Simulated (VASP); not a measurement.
TiB2, 3 atoms in the cell. Symmetry: P6/mmm, No. 191, hexagonal system. The conventional cell has a = 3.016 Å, b = 3.016 Å, c = 3.175 Å, α = 90.00°, β = 90.00°, γ = 120.00°. Within 3.1 Å of Ti (site symmetry 6/mmm) lie 12 B at 2.36 Å and 6 Ti at 3.02 Å. B (site symmetry -6m2) has 3 B at 1.74 Å within 2.3 Å. 

```yaml
Program: VASP 6.6.1
Task: single point
Functional: LDA
Potentials_or_basis: VASP PAW LDA potentials, release 64 (Ti_sv, B)
Cutoff: 500 eV
k_mesh: 9 × 9 × 7
Occupations: gaussian, width 0.05 eV
Spin: no spin polarisation
Dipole_correction: no
Further_INCAR_settings: ALGO = Normal; EDIFF = 1e-06; NBANDS = 16
```

Potentials or basis: VASP PAW LDA potentials, release 64 (Ti_sv, B).

Launch:

```sh
$ cat potpaw_LDA.64/Ti_sv/POTCAR potpaw_LDA.64/B/POTCAR > POTCAR
$ mpirun -np 1 vasp_std > vasp.out
```

Hardware: 1 thread of Intel(R) Xeon(R) 6975P-C (Granite Rapids) (shared host).

Q: Estimate the wall time of this run.

A: Wall time 6.6 s on 1 thread of Intel(R) Xeon(R) 6975P-C (Granite Rapids), with other jobs on the host, peak memory 0.13 GiB. Counts: scf iterations 13, k points 48.
